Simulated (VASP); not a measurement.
# Ti3NO2 (P-62m) in VASP: single point with PBEsol

Aim: the single point of Ti3NO2 with PBEsol.

Everything below comes from runs of VASP 6.6.1. Logs are shortened: lines on timing, memory, paths and dates and some standing lists are left out, and cuts for length are marked.

### 1 The cell of the first run

Symmetry: P-62m, No. 189, hexagonal system. Conventional cell: a = 4.949 Å, b = 4.949 Å, c = 2.769 Å, α = 90.00°, β = 90.00°, γ = 120.00°. Within 2.9 Å of Ti (site symmetry m2m) lie 2 N at 2.13 Å and 4 O at 2.17 Å and 8 Ti at 2.77 to 2.89 Å. Within 2.9 Å of N (site symmetry -62m) lie 6 Ti at 2.13 Å and 2 N at 2.77 Å and 6 O at 2.86 Å. O (site symmetry -6) has 6 Ti at 2.17 Å and 5 O at 2.77 to 2.86 Å and 3 N at 2.86 Å within 2.9 Å.

### 2 Single point, PBEsol

INCAR reads:

```
SYSTEM = Ti3NO2
  PREC = Accurate
  ENCUT = 520
  EDIFF = 1E-7
  ISMEAR = 0
  SIGMA = 0.1
  LREAL = .False.
  LASPH = .True.
  NELM = 80
  ALGO = Normal
  ISIF = 2
  LWAVE = .False.
  LCHARG = .False.
  GGA = PS
  NBANDS = 36
```

KPOINTS reads:

```
regular mesh
0
Gamma
  12 12 14
  0 0 0
```

POSCAR reads:

```
Ti3NO2
1.0
    4.9488465231      0.0000000000      0.0000000000
   -2.4744232616      4.2858268085      0.0000000000
    0.0000000000      0.0000000000      2.7688654448
Ti N O
3 1 2
Direct
    0.0000000000      0.6735865544      0.0000000000
    0.6735865544      0.0000000000      0.0000000000
    0.3264134456      0.3264134456      0.0000000000
    0.0000000000      0.0000000000      0.5000000000
    0.6666666667      0.3333333333      0.5000000000
    0.3333333333      0.6666666667      0.5000000000
```

Potentials or basis: VASP PAW PBE potentials, release 64 (Ti_sv, N, O).

On the command line:

```
$ cat potpaw_PBE.64/Ti_sv/POTCAR potpaw_PBE.64/N/POTCAR potpaw_PBE.64/O/POTCAR > POTCAR
$ mpirun -np 1 vasp_std > vasp.out
```

OUTCAR:

```text
SYSTEM = Ti3NO2
   PREC = Accurate
   ENCUT = 520
   EDIFF = 1E-7
   ISMEAR = 0
   LREAL = .False.
   LASPH = .True.
   NELM = 80
   ISIF = 2
   GGA = PS

 ion  position               nearest neighbor table
   1  0.000  0.674  0.000-   4 2.13   4 2.13   6 2.17   6 2.17   5 2.17   5 2.17   2 2.80   3 2.80
                             2 2.89   3 2.89   3 2.89   2 2.89
   2  0.674  0.000  0.000-   4 2.13   4 2.13   5 2.17   5 2.17   6 2.17   6 2.17   3 2.80   1 2.80
                             1 2.89   3 2.89   3 2.89   1 2.89
   3  0.326  0.326  0.000-   4 2.13   4 2.13   5 2.17   5 2.17   6 2.17   6 2.17   2 2.80   1 2.80
                             1 2.89   2 2.89   1 2.89   2 2.89
   4  0.000  0.000  0.500-   2 2.13   2 2.13   3 2.13   3 2.13   1 2.13   1 2.13
   5  0.667  0.333  0.500-   2 2.17   2 2.17   1 2.17   1 2.17   3 2.17   3 2.17
   6  0.333  0.667  0.500-   1 2.17   1 2.17   2 2.17   2 2.17   3 2.17   3 2.17

  LATTYP: Found a hexagonal cell.
 ALAT       =     4.9488465231
 C/A-ratio  =     0.5594971337

  Lattice vectors:

 A1 = (   4.9488465231,   0.0000000000,   0.0000000000)
 A2 = (  -2.4744232616,   4.2858268085,   0.0000000000)
 A3 = (   0.0000000000,   0.0000000000,   2.7688654448)

Analysis of symmetry for initial positions (statically):
=====================================================================
 Subroutine PRICEL returns:
 Original cell was already a primitive cell.

 Routine SETGRP: Setting up the symmetry group for a
 hexagonal supercell.

 Subroutine GETGRP returns: Found 12 space group operations
 (whereof 12 operations were pure point group operations)
 out of a pool of 24 trial point group operations.

The static configuration has the point symmetry D_3h.

Analysis of symmetry for dynamics (positions and initial velocities):
=====================================================================
 Subroutine PRICEL returns:
 Original cell was already a primitive cell.

 Routine SETGRP: Setting up the symmetry group for a
 hexagonal supercell.

 Subroutine GETGRP returns: Found 12 space group operations
 (whereof 12 operations were pure point group operations)
 out of a pool of 24 trial point group operations.

The dynamic configuration has the point symmetry D_3h.

 Subroutine INISYM returns: Found 12 space group operations
 (whereof 12 operations are pure point group operations),
 and found     1 'primitive' translations

----------------------------------------------------------------------------------------

                                     Primitive cell

  volume of cell :      58.7274

  direct lattice vectors                    reciprocal lattice vectors
     4.948846523  0.000000000  0.000000000     0.202067289  0.116663604  0.000000000
    -2.474423262  4.285826809  0.000000000     0.000000000  0.233327207  0.000000000
     0.000000000  0.000000000  2.768865445     0.000000000  0.000000000  0.361158756

  length of vectors
     4.948846523  4.948846523  2.768865445     0.233327207  0.233327207  0.361158756

  position of ions in fractional coordinates (direct lattice)
     0.000000000  0.673586554  0.000000000
     0.673586554  0.000000000  0.000000000
     0.326413446  0.326413446  0.000000000
     0.000000000  0.000000000  0.500000000
     0.666666667  0.333333333  0.500000000
     0.333333333  0.666666667  0.500000000

  ion indices of the primitive-cell ions
   primitive index   ion index
                 1           1
                 2           2
                 3           3
                 4           4
                 5           5
                 6           6

----------------------------------------------------------------------------------------

 KPOINTS: regular mesh

Automatic generation of k-mesh.
 Grid dimensions read from file:
 generate k-points for:   12   12   14

 Generating k-lattice:

  Cartesian coordinates                     Fractional coordinates (reciprocal lattice)
     0.016838941  0.009721967  0.000000000     0.083333333  0.000000000  0.000000000
     0.000000000  0.019443934  0.000000000     0.000000000  0.083333333  0.000000000
     0.000000000  0.000000000  0.025797054     0.000000000  0.000000000  0.071428571

  Length of vectors
     0.019443934  0.019443934  0.025797054

  Shift w.r.t. Gamma in fractional coordinates (k-lattice)
     0.000000000  0.000000000  0.000000000

 Subroutine IBZKPT returns following result:
 ===========================================

 Found    152 irreducible k-points:

 Following reciprocal coordinates:
            Coordinates               Weight
  0.000000  0.000000  0.000000      1.000000
  0.083333  0.000000  0.000000      6.000000
  0.166667  0.000000  0.000000      6.000000
  0.250000  0.000000  0.000000      6.000000
  0.333333  0.000000  0.000000      6.000000
  0.416667  0.000000  0.000000      6.000000
[... 16 lines left out ...]
  0.250000  0.000000  0.071429     12.000000
  0.333333  0.000000  0.071429     12.000000
 [... further k-points ...]
   k-points           NKPTS =    152   k-points in BZ     NKDIM =    152   number of bands    NBANDS=     36
   number of dos      NEDOS =    301   number of ions     NIONS =      6
   total plane-waves  NPLWV =  38400
   dimension x,y,z NGX =    40 NGY =   40 NGZ =   24
   dimension x,y,z NGXF=    80 NGYF=   80 NGZF=   48
   ions per type =               3   1   2
   NGX,Y,Z   is equivalent  to a cutoff of  13.44, 13.44, 14.41 a.u.
   NGXF,Y,Z  is equivalent  to a cutoff of  26.87, 26.87, 28.82 a.u.
 SYSTEM =  Ti3NO2
   PREC   = accura    normal or accurate (medium, high low for compatibility)
   ISTART =      0    job   : 0-new  1-cont  2-samecut
   ICHARG =      2    charge: 1-file 2-atom 10-const
   ISPIN  =      1    spin polarized calculation?
   LNONCOLLINEAR =      F non collinear calculations
   LSORBIT =      F    spin-orbit coupling
   LASPH  =      T    aspherical Exc in radial PAW
   ENCUT  =  520.0 eV  38.22 Ry    6.18 a.u.   9.20  9.20  5.15*2*pi/ulx,y,z
   NELM   =     80;   NELMIN=  2; NELMDL= -5     # of ELM steps
   EDIFF  = 0.1E-06   stopping-criterion for ELM
   LREAL  =      F    real-space projection
   EDIFFG = 0.1E-05   stopping-criterion for IOM
   NSW    =      0    number of steps for IOM
   IBRION =     -1    ionic relax: 0-MD 1-quasi-New 2-CG
   NFREE  =      0    steps in history (QN), initial steepest desc. (CG)
   ISIF   =      2    stress and relaxation
   ISYM   =      2    0-nonsym 1-usesym 2-fastsym
   POTIM  = 0.5000    time-step for ionic-motion
   TEBEG  =    0.0;   TEEND  =   0.0 temperature during run
   PSTRESS=    0.0 pullay stress
   NELECT =      53.0000    total number of electrons
   NUPDOWN=      -1.0000    fix difference up-down
   EMIN   =  10.00;   EMAX   =-10.00  energy-range for DOS
   EFERMI =   0.00;   METHOD = LEGACY
   ISMEAR =     0;   SIGMA  =   0.10  broadening in eV -4-tet -1-fermi 0-gaus
   EFERMI_NEDOS =   21; number of points for ismear=-14 and -15
   IALGO  =     38    algorithm
   IMIX   =      4    mixing-type and parameters
     AMIX     =   0.40;   BMIX     =  1.00
     AMIX_MAG =   1.60;   BMIX_MAG =  1.00
  volume/ion in A,a.u.               =       9.79        66.05
  Fermi-wavevector in a.u.,A,eV,Ry     =   1.582049  2.989639 34.053743  2.502879
  Thomas-Fermi vector in A             =   2.682032
   LORBIT       =      0    0 simple, 1 ext, 2 COOP (PROOUT), +10 PAW based schemes
   GGA     = PS    functional components
   LHFCALC =     F    Hartree Fock is set to
   AEXX    =    0.0000 exact exchange contribution
   IVDW    =     0    specifies the selected vdW correction
   LEPSILON=     F    determine dielectric tensor
   LRPA    =     F    only Hartree local field effects (RPA)
 non-spin polarized calculation
 Gauss-broadening in eV      SIGMA  =   0.10
  energy-cutoff  :      520.00
  volume of cell :       58.73
 maximum number of plane-waves:      1600
 NGX is ok and might be reduce to    40
   NGX = 19   NGY = 19   NGZ = 11

 number of electron      53.0000008 magnetization

 Free energy of the ion-electron system (eV)
  ---------------------------------------------------
  ext. energy  EPLUGINS =         0.00000000
  ---------------------------------------------------
  free energy    TOTEN  =       -57.83472209 eV

  energy without entropy =      -57.81348808  energy(sigma->0) =      -57.82410509

 E-fermi :  10.3418     XC(G=0): -13.0366

 val. band max:       10.3396364056   @ k =   0.2500   0.1667   0.5000
 cond. band min:      10.3443187498   @ k =   0.1667   0.0000   0.0714
 fundamental gap:      0.0046823442
 Fermi energy:        10.3417885611

 k-point     1 :       0.0000    0.0000    0.0000
  band No.  band energies     occupation
      1     -46.5525      2.00000
      2     -46.4215      2.00000
      3     -46.4215      2.00000
      4     -23.1638      2.00000
      5     -23.1337      2.00000
      6     -23.0400      2.00000
[... 28 lines left out ...]
     35      13.2316      0.00000
     36      13.2852      0.00000

 k-point     2 :       0.0833    0.0000    0.0000
  band No.  band energies     occupation
      1     -46.5500      2.00000
      2     -46.4230      2.00000
      3     -46.4226      2.00000
      4     -23.1850      2.00000
      5     -23.1630      2.00000
      6     -23.0085      2.00000
[... 28 lines left out ...]
     35      13.2362      0.00000
     36      13.2671      0.00000

 k-point     3 :       0.1667    0.0000    0.0000
  band No.  band energies     occupation
      1     -46.5425      2.00000
      2     -46.4278      2.00000
      3     -46.4255      2.00000
      4     -23.2261      2.00000
      5     -23.1927      2.00000
      6     -22.9488      2.00000
[... 28 lines left out ...]
     35      13.2665      0.00000
     36      13.3663      0.00000
[... 742 lines left out ...]
 k-point    23 :       0.2500    0.0000    0.0714
  band No.  band energies     occupation
      1     -46.5266      2.00000
      2     -46.4324      2.00000
      3     -46.4253      2.00000
      4     -23.2612      2.00000
      5     -23.1849      2.00000
      6     -22.8817      2.00000
[... 28 lines left out ...]
     35      13.2014      0.00000
     36      13.5894      0.00000

 k-point    24 :       0.3333    0.0000    0.0714
  band No.  band energies     occupation
      1     -46.5117      2.00000
      2     -46.4441      2.00000
      3     -46.4287      2.00000
      4     -23.2949      2.00000
      5     -23.1549      2.00000
      6     -22.8443      2.00000
[... 28 lines left out ...]
     35      13.3739      0.00000
     36      13.6691      0.00000

 [... further k-points ...]

------------------------ aborting loop because EDIFF is reached ----------------------------------------

  FORCE on cell =-STRESS in cart. coord.  units (eV):
  Direction    XX          YY          ZZ          XY          YZ          ZX
  --------------------------------------------------------------------------------------
  -------------------------------------------------------------------------------------
  Total       -2.8557510     -2.8557510     -3.2560437      0.0000000      0.0000000     -0.0000000
  in kB      -77.9095083    -77.9095083    -88.8301402      0.0000000      0.0000000     -0.0000000
  external PRESSURE =     -81.5497189 kB  Pullay stress =       0.0000000 kB

 VOLUME and BASIS-vectors are now :
 -----------------------------------------------------------------------------
  energy-cutoff  :      520.00
  volume of cell :       58.73
      direct lattice vectors                 reciprocal lattice vectors
     4.948846523  0.000000000  0.000000000     0.202067289  0.116663604  0.000000000
    -2.474423262  4.285826809  0.000000000     0.000000000  0.233327207  0.000000000
     0.000000000  0.000000000  2.768865445     0.000000000  0.000000000  0.361158756

 POSITION                                       TOTAL-FORCE (eV/Angst)
 -----------------------------------------------------------------------------------
     -1.66674      2.88688      0.00000         0.004971     -0.008611      0.000000
      3.33348      0.00000      0.00000        -0.009943      0.000000      0.000000
      0.80769      1.39895      0.00000         0.004971      0.008611      0.000000
      0.00000      0.00000      1.38443        -0.000000      0.000000      0.000000
      2.47442      1.42861      1.38443        -0.000000      0.000000      0.000000
     -0.00000      2.85722      1.38443        -0.000000      0.000000      0.000000
 -----------------------------------------------------------------------------------
    total drift:                               -0.000001     -0.000001      0.000000

  FREE ENERGIE OF THE ION-ELECTRON SYSTEM (eV)
  ---------------------------------------------------
  free  energy   TOTEN  =       -57.8347220915 eV

  energy  without entropy=      -57.8134880800  energy(sigma->0) =      -57.82410509
```

Wall time 10 min (1 thread of Intel Xeon 8259CL, shared host); peak memory 0.38 GiB.

Results:

```
Free energy            : -57.8347 eV
Pressure               : -8.2 GPa
Largest force          : 0.010 eV/Å
Band gap on the k mesh : zero (an odd number of electrons rules out a gap without spin polarisation)
```

Forces in eV/Å, atoms in the order of the input:
```
Ti   0.005 -0.009  0.000
Ti  -0.010  0.000  0.000
Ti   0.005  0.009  0.000
N    0.000  0.000  0.000
O    0.000  0.000  0.000
O    0.000  0.000  0.000
```

Caveat: the cell stands under tension; the PAW data sets were made with another functional, which shifts forces and pressure a little; an odd number of electrons without spin polarisation forces a metal; a magnetic or distorted state may lie lower.
